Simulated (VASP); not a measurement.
# W (P6/mmm) in VASP: further runs

The runs below take W through single point, with revPBE.

Everything below comes from runs of VASP 6.6.1. Logs are shortened: lines on timing, memory, paths and dates and some standing lists are left out, and cuts for length are marked.

## Step 1: The cell of the first run

The structure is hexagonal, space group P6/mmm (No. 191). The conventional cell has a = 4.701 Å, b = 4.701 Å, c = 2.618 Å, α = 90.00°, β = 90.00°, γ = 120.00°. Within 3.5 Å of W (site symmetry 6/mmm) lie 14 W at 2.62 to 3.01 Å. W (site symmetry -6m2) has 11 W at 2.62 to 3.01 Å within 3.5 Å.

This isn't the form of W at room conditions, which is bcc.

## Step 2: Single point, revPBE (16.70 Å³/atom)

INCAR reads:

```
SYSTEM = W
PREC = Accurate
ENCUT = 520
EDIFF = 1E-6
ISMEAR = -1
SIGMA = 0.1
LREAL = .FALSE.
LASPH = .TRUE.
NELM = 100
ALGO = Normal
ISIF = 2
LWAVE = .FALSE.
LCHARG = .FALSE.
GGA = RE
NBANDS = 28
```

KPOINTS reads:

```
regular mesh
0
G
  9 9 13
  0 0 0
```

POSCAR reads:

```
W
1.0
    4.7014639456      0.0000000000      0.0000000000
   -2.3507319728      4.0715872118      0.0000000000
    0.0000000000      0.0000000000      2.6179221725
W
3
Direct
    0.0000000000      1.0000000000      0.0000000000
    0.3333333333      0.6666666667      0.5000000000
    0.6666666667      0.3333333333      0.5000000000
```

Potentials or basis: VASP PAW PBE potentials, release 64 (W_sv).

Launch:

```console
cat potpaw_PBE.64/W_sv/POTCAR > POTCAR
mpirun -np 1 vasp_std > vasp.out
```

OUTCAR:

```text
SYSTEM = W
   PREC = Accurate
   ENCUT = 520
   EDIFF = 1E-6
   ISMEAR = -1
   LREAL = .FALSE.
   LASPH = .TRUE.
   NELM = 100
   ISIF = 2
   GGA = RE

 ion  position               nearest neighbor table
   1  0.000  0.000  0.000-   2 3.01   3 3.01   2 3.01   3 3.01   2 3.01   2 3.01   3 3.01   3 3.01
                             3 3.01   3 3.01   2 3.01   2 3.01
   2  0.333  0.667  0.500-   3 2.71   3 2.71   3 2.71   1 3.01   1 3.01   1 3.01   1 3.01   1 3.01
                             1 3.01
   3  0.667  0.333  0.500-   2 2.71   2 2.71   2 2.71   1 3.01   1 3.01   1 3.01   1 3.01   1 3.01
                             1 3.01

  LATTYP: Found a hexagonal cell.
 ALAT       =     4.7014639456
 C/A-ratio  =     0.5568312770

  Lattice vectors:

 A1 = (   4.7014639456,   0.0000000000,   0.0000000000)
 A2 = (  -2.3507319728,   4.0715872118,   0.0000000000)
 A3 = (   0.0000000000,   0.0000000000,   2.6179221725)

Analysis of symmetry for initial positions (statically):
=====================================================================
 Subroutine PRICEL returns:
 Original cell was already a primitive cell.

 Routine SETGRP: Setting up the symmetry group for a
 hexagonal supercell.

 Subroutine GETGRP returns: Found 24 space group operations
 (whereof 24 operations were pure point group operations)
 out of a pool of 24 trial point group operations.

The static configuration has the point symmetry D_6h.

Analysis of symmetry for dynamics (positions and initial velocities):
=====================================================================
 Subroutine PRICEL returns:
 Original cell was already a primitive cell.

 Routine SETGRP: Setting up the symmetry group for a
 hexagonal supercell.

 Subroutine GETGRP returns: Found 24 space group operations
 (whereof 24 operations were pure point group operations)
 out of a pool of 24 trial point group operations.

The dynamic configuration has the point symmetry D_6h.

 Subroutine INISYM returns: Found 24 space group operations
 (whereof 24 operations are pure point group operations),
 and found     1 'primitive' translations

----------------------------------------------------------------------------------------

                                     Primitive cell

  volume of cell :      50.1134

  direct lattice vectors                    reciprocal lattice vectors
     4.701463946  0.000000000  0.000000000     0.212699706  0.122802233  0.000000000
    -2.350731973  4.071587212  0.000000000     0.000000000  0.245604465  0.000000000
     0.000000000  0.000000000  2.617922173     0.000000000  0.000000000  0.381982326

  length of vectors
     4.701463946  4.701463946  2.617922173     0.245604465  0.245604465  0.381982326

  position of ions in fractional coordinates (direct lattice)
     0.000000000  0.000000000  0.000000000
     0.333333333  0.666666667  0.500000000
     0.666666667  0.333333333  0.500000000

  ion indices of the primitive-cell ions
   primitive index   ion index
                 1           1
                 2           2
                 3           3

----------------------------------------------------------------------------------------

 KPOINTS: regular mesh

Automatic generation of k-mesh.
 Grid dimensions read from file:
 generate k-points for:    9    9   13

 Generating k-lattice:

  Cartesian coordinates                     Fractional coordinates (reciprocal lattice)
     0.023633301  0.013644693  0.000000000     0.111111111  0.000000000  0.000000000
     0.000000000  0.027289385  0.000000000     0.000000000  0.111111111  0.000000000
     0.000000000  0.000000000  0.029383256     0.000000000  0.000000000  0.076923077

  Length of vectors
     0.027289385  0.027289385  0.029383256

  Shift w.r.t. Gamma in fractional coordinates (k-lattice)
     0.000000000  0.000000000  0.000000000

 Subroutine IBZKPT returns following result:
 ===========================================

 Found     84 irreducible k-points:

 Following reciprocal coordinates:
            Coordinates               Weight
  0.000000  0.000000  0.000000      1.000000
  0.111111  0.000000  0.000000      6.000000
  0.222222  0.000000  0.000000      6.000000
  0.333333  0.000000  0.000000      6.000000
  0.444444  0.000000  0.000000      6.000000
  0.111111  0.111111  0.000000      6.000000
[... 16 lines left out ...]
  0.333333  0.222222  0.076923     24.000000
  0.333333  0.333333  0.076923      4.000000
 [... further k-points ...]
   k-points           NKPTS =     84   k-points in BZ     NKDIM =     84   number of bands    NBANDS=     28
   number of dos      NEDOS =    301   number of ions     NIONS =      3
   total plane-waves  NPLWV =  25920
   dimension x,y,z NGX =    36 NGY =   36 NGZ =   20
   dimension x,y,z NGXF=    72 NGYF=   72 NGZF=   40
   ions per type =               3
   NGX,Y,Z   is equivalent  to a cutoff of  12.73, 12.73, 12.70 a.u.
   NGXF,Y,Z  is equivalent  to a cutoff of  25.46, 25.46, 25.40 a.u.
 SYSTEM =  W
   PREC   = accura    normal or accurate (medium, high low for compatibility)
   ISTART =      0    job   : 0-new  1-cont  2-samecut
   ICHARG =      2    charge: 1-file 2-atom 10-const
   ISPIN  =      1    spin polarized calculation?
   LNONCOLLINEAR =      F non collinear calculations
   LSORBIT =      F    spin-orbit coupling
   LASPH  =      T    aspherical Exc in radial PAW
   ENCUT  =  520.0 eV  38.22 Ry    6.18 a.u.   8.74  8.74  4.87*2*pi/ulx,y,z
   NELM   =    100;   NELMIN=  2; NELMDL= -5     # of ELM steps
   EDIFF  = 0.1E-05   stopping-criterion for ELM
   LREAL  =      F    real-space projection
   EDIFFG = 0.1E-04   stopping-criterion for IOM
   NSW    =      0    number of steps for IOM
   IBRION =     -1    ionic relax: 0-MD 1-quasi-New 2-CG
   NFREE  =      0    steps in history (QN), initial steepest desc. (CG)
   ISIF   =      2    stress and relaxation
   ISYM   =      2    0-nonsym 1-usesym 2-fastsym
   POTIM  = 0.5000    time-step for ionic-motion
   TEBEG  =    0.0;   TEEND  =   0.0 temperature during run
   PSTRESS=    0.0 pullay stress
   NELECT =      42.0000    total number of electrons
   NUPDOWN=      -1.0000    fix difference up-down
   EMIN   =  10.00;   EMAX   =-10.00  energy-range for DOS
   EFERMI =   0.00;   METHOD = LEGACY
   ISMEAR =    -1;   SIGMA  =   0.10  broadening in eV -4-tet -1-fermi 0-gaus
   EFERMI_NEDOS =   21; number of points for ismear=-14 and -15
   IALGO  =     38    algorithm
   IMIX   =      4    mixing-type and parameters
     AMIX     =   0.40;   BMIX     =  1.00
     AMIX_MAG =   1.60;   BMIX_MAG =  1.00
  volume/ion in A,a.u.               =      16.70       112.73
  Fermi-wavevector in a.u.,A,eV,Ry     =   1.543500  2.916793 32.414429  2.382393
  Thomas-Fermi vector in A             =   2.649154
   LORBIT       =      0    0 simple, 1 ext, 2 COOP (PROOUT), +10 PAW based schemes
   GGA     = RE    functional components
   LHFCALC =     F    Hartree Fock is set to
   AEXX    =    0.0000 exact exchange contribution
   IVDW    =     0    specifies the selected vdW correction
   LEPSILON=     F    determine dielectric tensor
   LRPA    =     F    only Hartree local field effects (RPA)
 non-spin polarized calculation
  energy-cutoff  :      520.00
  volume of cell :       50.11
 maximum number of plane-waves:      1371
 NGX is ok and might be reduce to    36
   NGX = 17   NGY = 17   NGZ =  9

 number of electron      41.9999997 magnetization

 Free energy of the ion-electron system (eV)
  ---------------------------------------------------
  ext. energy  EPLUGINS =         0.00000000
  ---------------------------------------------------
  free energy    TOTEN  =       -35.96763486 eV

  energy without entropy =      -35.85136096  energy(sigma->0) =      -35.90949791

 E-fermi :  10.5580     XC(G=0): -13.2803

 val. band max:       10.5504592728   @ k =   0.2222   0.1111   0.3846
 cond. band min:      10.5666694828   @ k =   0.2222   0.1111   0.3077
 fundamental gap:      0.0162102099
 Fermi energy:        10.5579781338

 k-point     1 :       0.0000    0.0000    0.0000
  band No.  band energies     occupation
      1     -63.5235      2.00000
      2     -63.3216      2.00000
      3     -63.2283      2.00000
      4     -27.8449      2.00000
      5     -27.8449      2.00000
      6     -27.8219      2.00000
[... 20 lines left out ...]
     27      15.7952      0.00000
     28      15.7952      0.00000

 k-point     2 :       0.1111    0.0000    0.0000
  band No.  band energies     occupation
      1     -63.5227      2.00000
      2     -63.3198      2.00000
      3     -63.2310      2.00000
      4     -27.9350      2.00000
      5     -27.9165      2.00000
      6     -27.7259      2.00000
[... 20 lines left out ...]
     27      15.5170      0.00000
     28      15.7541      0.00000

 k-point     3 :       0.2222    0.0000    0.0000
  band No.  band energies     occupation
      1     -63.5209      2.00000
      2     -63.3141      2.00000
      3     -63.2386      2.00000
      4     -28.0200      2.00000
      5     -27.9410      2.00000
      6     -27.6244      2.00000
[... 20 lines left out ...]
     27      14.8372      0.00000
     28      15.6284      0.00000

 k-point     4 :       0.3333    0.0000    0.0000
  band No.  band energies     occupation
      1     -63.5189      2.00000
      2     -63.3054      2.00000
      3     -63.2495      2.00000
      4     -28.0815      2.00000
      5     -27.9001      2.00000
      6     -27.5524      2.00000
[... 578 lines left out ...]
     27      14.4424      0.00000
     28      15.0400      0.00000

 k-point    23 :       0.3333    0.2222    0.0769
  band No.  band energies     occupation
      1     -63.5115      2.00000
      2     -63.2839      2.00000
      3     -63.2613      2.00000
      4     -27.9999      2.00000
      5     -27.8723      2.00000
      6     -27.7433      2.00000
[... 20 lines left out ...]
     27      14.6222      0.00000
     28      14.8434      0.00000

 k-point    24 :       0.3333    0.3333    0.0769
  band No.  band energies     occupation
      1     -63.5112      2.00000
      2     -63.2728      2.00000
      3     -63.2728      2.00000
      4     -27.9198      2.00000
      5     -27.8613      2.00000
      6     -27.8613      2.00000
[... 20 lines left out ...]
     27      14.2675      0.00000
     28      14.9131      0.00000

 [... further k-points ...]

------------------------ aborting loop because EDIFF is reached ----------------------------------------

  FORCE on cell =-STRESS in cart. coord.  units (eV):
  Direction    XX          YY          ZZ          XY          YZ          ZX
  --------------------------------------------------------------------------------------
  -------------------------------------------------------------------------------------
  Total        0.2771836      0.2771836      0.0273142      0.0000000     -0.0000000      0.0000000
  in kB        8.8618523      8.8618523      0.8732638      0.0000000     -0.0000000      0.0000000
  external PRESSURE =       6.1989895 kB  Pullay stress =       0.0000000 kB

 VOLUME and BASIS-vectors are now :
 -----------------------------------------------------------------------------
  energy-cutoff  :      520.00
  volume of cell :       50.11
      direct lattice vectors                 reciprocal lattice vectors
     4.701463946  0.000000000  0.000000000     0.212699706  0.122802233  0.000000000
    -2.350731973  4.071587212  0.000000000     0.000000000  0.245604465  0.000000000
     0.000000000  0.000000000  2.617922173     0.000000000  0.000000000  0.381982326

 POSITION                                       TOTAL-FORCE (eV/Angst)
 -----------------------------------------------------------------------------------
      0.00000      0.00000      0.00000        -0.000000      0.000000     -0.000000
     -0.00000      2.71439      1.30896         0.000000     -0.000000      0.000000
      2.35073      1.35720      1.30896        -0.000000      0.000000     -0.000000
 -----------------------------------------------------------------------------------
    total drift:                                0.000000      0.000000     -0.000000

  FREE ENERGIE OF THE ION-ELECTRON SYSTEM (eV)
  ---------------------------------------------------
  free  energy   TOTEN  =       -35.9676348571 eV

  energy  without entropy=      -35.8513609561  energy(sigma->0) =      -35.90949791
```

Wall time 2.5 min (1 thread of Intel Xeon 8259CL, shared host); peak memory 0.22 GiB.

What came out:

* Free energy: -35.9676 eV
* Pressure: 0.6 GPa
* Band gap on the k mesh: zero (bands 21 and 22 overlap by 0.73 eV)

Caveat: the PAW data sets were made with another functional, which shifts forces and pressure a little; spin-orbit coupling is left out, which moves the levels of the heavy elements.

## Step 3: Single point, revPBE (17.37 Å³/atom)

This run uses another cell than the first one, of 17.37 Å³/atom.

INCAR reads:

```
SYSTEM = W
  PREC = Accurate
  ENCUT = 520
  EDIFF = 1E-6
  ISMEAR = -1
  SIGMA = 0.1
  LREAL = .FALSE.
  LASPH = .TRUE.
  NELM = 80
  ALGO = Normal
  ISIF = 2
  LWAVE = .FALSE.
  LCHARG = .FALSE.
  GGA = RE
  NBANDS = 28
```

KPOINTS is that of step 2.

POSCAR reads:

```
W
1.0
    4.7633324082      0.0000000000      0.0000000000
   -2.3816662041      4.1251668721      0.0000000000
    0.0000000000      0.0000000000      2.6523724676
W
3
Direct
    0.0000000000      1.0000000000      0.0000000000
    0.3333333333      0.6666666667      0.5000000000
    0.6666666667      0.3333333333      0.5000000000
```

Potentials or basis: VASP PAW PBE potentials, release 64 (W_sv).

Launch:

```console
cat potpaw_PBE.64/W_sv/POTCAR > POTCAR
mpirun -np 1 vasp_std > vasp.out
```

OUTCAR:

```text
SYSTEM = W
   PREC = Accurate
   ENCUT = 520
   EDIFF = 1E-6
   ISMEAR = -1
   LREAL = .FALSE.
   LASPH = .TRUE.
   NELM = 80
   ISIF = 2
   GGA = RE

 ion  position               nearest neighbor table
   1  0.000  0.000  0.000-   2 3.05   3 3.05   2 3.05   3 3.05   2 3.05   2 3.05   3 3.05   3 3.05
                             3 3.05   3 3.05   2 3.05   2 3.05
   2  0.333  0.667  0.500-   3 2.75   3 2.75   3 2.75   1 3.05   1 3.05   1 3.05   1 3.05   1 3.05
                             1 3.05
   3  0.667  0.333  0.500-   2 2.75   2 2.75   2 2.75   1 3.05   1 3.05   1 3.05   1 3.05   1 3.05
                             1 3.05

  LATTYP: Found a hexagonal cell.
 ALAT       =     4.7633324082
 C/A-ratio  =     0.5568312770

  Lattice vectors:

 A1 = (   4.7633324082,   0.0000000000,   0.0000000000)
 A2 = (  -2.3816662041,   4.1251668721,   0.0000000000)
 A3 = (   0.0000000000,   0.0000000000,   2.6523724676)

Analysis of symmetry for initial positions (statically):
=====================================================================
 Subroutine PRICEL returns:
 Original cell was already a primitive cell.

 Routine SETGRP: Setting up the symmetry group for a
 hexagonal supercell.

[... 168 lines left out ...]
 E-fermi :  10.0214     XC(G=0): -13.0624

 val. band max:       10.0166267144   @ k =   0.3333   0.2222   0.3846
 cond. band min:      10.0245655888   @ k =   0.2222   0.0000   0.2308
 fundamental gap:      0.0079388744
 Fermi energy:        10.0213896549

 k-point     1 :       0.0000    0.0000    0.0000
  band No.  band energies     occupation
      1     -64.1261      2.00000
      2     -63.9153      2.00000
      3     -63.8354      2.00000
      4     -28.3822      2.00000
      5     -28.3822      2.00000
      6     -28.3749      2.00000
[... 733 lines left out ...]
     27      13.5614      0.00000
     28      14.1597      0.00000

 [... further k-points ...]

------------------------ aborting loop because EDIFF is reached ----------------------------------------

  FORCE on cell =-STRESS in cart. coord.  units (eV):
  Direction    XX          YY          ZZ          XY          YZ          ZX
  --------------------------------------------------------------------------------------
  -------------------------------------------------------------------------------------
  Total       -2.7956843     -2.7956843     -3.4230450      0.0000000      0.0000000      0.0000000
  in kB      -85.9432520    -85.9432520   -105.2292005      0.0000000      0.0000000      0.0000000
  external PRESSURE =     -92.3719015 kB  Pullay stress =       0.0000000 kB

 VOLUME and BASIS-vectors are now :
 -----------------------------------------------------------------------------
  energy-cutoff  :      520.00
  volume of cell :       52.12
      direct lattice vectors                 reciprocal lattice vectors
     4.763332408  0.000000000  0.000000000     0.209937060  0.121207218  0.000000000
    -2.381666204  4.125166872  0.000000000     0.000000000  0.242414436  0.000000000
     0.000000000  0.000000000  2.652372468     0.000000000  0.000000000  0.377020955

 POSITION                                       TOTAL-FORCE (eV/Angst)
 -----------------------------------------------------------------------------------
      0.00000      0.00000      0.00000         0.000000      0.000000     -0.000000
     -0.00000      2.75011      1.32619        -0.000000      0.000000      0.000000
      2.38167      1.37506      1.32619         0.000000      0.000000     -0.000000
 -----------------------------------------------------------------------------------
    total drift:                                0.000000      0.000000     -0.000000

  FREE ENERGIE OF THE ION-ELECTRON SYSTEM (eV)
  ---------------------------------------------------
  free  energy   TOTEN  =       -35.9125663778 eV

  energy  without entropy=      -35.7918986640  energy(sigma->0) =      -35.85223252
```

OSZICAR:

```text
N       E                     dE             d eps       ncg     rms          rms(c)
DAV:   1     0.479803149708E+03    0.47980E+03   -0.24149E+04  4704   0.174E+03
DAV:   2    -0.159225529657E+02   -0.49573E+03   -0.48569E+03  4928   0.530E+02
DAV:   3    -0.372631569800E+02   -0.21341E+02   -0.20658E+02  5796   0.105E+02
DAV:   4    -0.376948821696E+02   -0.43173E+00   -0.42784E+00  5616   0.141E+01
DAV:   5    -0.376999415800E+02   -0.50594E-02   -0.50582E-02  5172   0.178E+00    0.299E+01
DAV:   6    -0.362628658290E+02    0.14371E+01   -0.23093E+00  5140   0.126E+01    0.114E+01
DAV:   7    -0.359558650685E+02    0.30700E+00   -0.13748E+00  5364   0.901E+00    0.139E+00
DAV:   8    -0.359197590541E+02    0.36106E-01   -0.19839E-01  5476   0.409E+00    0.876E-01
DAV:   9    -0.359125485654E+02    0.72105E-02   -0.16504E-02  5416   0.123E+00    0.164E-01
DAV:  10    -0.359125851367E+02   -0.36571E-04   -0.99303E-04  5364   0.290E-01    0.687E-02
DAV:  11    -0.359125727826E+02    0.12354E-04   -0.59027E-05  5636   0.575E-02    0.294E-02
DAV:  12    -0.359125685942E+02    0.41885E-05   -0.71686E-06  5168   0.229E-02    0.662E-03
DAV:  13    -0.359125667149E+02    0.18793E-05   -0.10186E-06  2728   0.995E-03    0.131E-03
DAV:  14    -0.359125663778E+02    0.33704E-06   -0.10429E-07  2592   0.289E-03
   1 F= -.35912566E+02 E0= -.35852233E+02  d E =-.120668E+00
```

Run time: 2.4 min. Hardware: 1 thread of Intel Xeon 8259CL, shared host; peak memory 0.23 GiB.

Results:

```yaml
Free_energy: -35.9126 eV
Pressure: -9.2 GPa
Band_gap_on_the_k_mesh: zero (bands 21 and 22 overlap by 0.70 eV)
```

Levels at points of the mesh, in eV from the Fermi level:
```
           k point  band 17  band 18  band 19  band 20  band 21  band 22  band 23  band 24  band 25  band 26
(0.00, 0.00, 0.00)    -2.39    -2.35    -2.35    -2.12    -0.25    -0.25     2.03     2.03     2.11     2.11
```

Caveat: the cell stands under tension; the PAW data sets were made with another functional, which shifts forces and pressure a little; spin-orbit coupling is left out, which moves the levels of the heavy elements.

[end of part 1 of 2]
